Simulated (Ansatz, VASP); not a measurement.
Two plane-wave programs on HfMoC2

```
Hf Mo C
1.0
     3.23342    0.00000    0.00000
     0.00000    3.23342    0.00000
     0.00000    0.00000    4.54419
Hf Mo C
1 1 2
Direct
  0.00000 0.00000 0.00000
  0.50000 0.50000 0.50000
  0.50000 0.50000 0.00000
  0.00000 0.00000 0.50000
```

Alike in both runs: task single point; functional r2SCAN; k mesh 8 × 8 × 6; occupations fermi-dirac, width 0.05 eV; no spin polarisation.

```csv
,VASP,Ansatz
version,VASP 6.6.1,Ansatz 0.2.0
potentials or method,"VASP PAW PBE potentials, release 64 (Hf_pv, Mo_sv, C)",Ansatz PAW
plane-wave cutoff (eV),520,500
valence electrons in the cell,32,48
```

|  | VASP | Ansatz | Ansatz less VASP |
| --- | --- | --- | --- |
| gap on the k mesh at the Fermi level (eV) | none | none | - |
| pressure (GPa) | -13.3 | -13.1 | +0.21 |
| traceless stress, the component that is largest in VASP (GPa) | -2.77 | -2.81 | -0.040 |

VASP's potentials were made for PBE, not for r2SCAN. A gap of «none» marks a metal or a gap that the smearing closes. VASP's potentials hold 32 valence electrons a cell and Ansatz's 48, so a difference there can come from the potentials and not from the codes.

Spin-orbit coupling is off throughout.
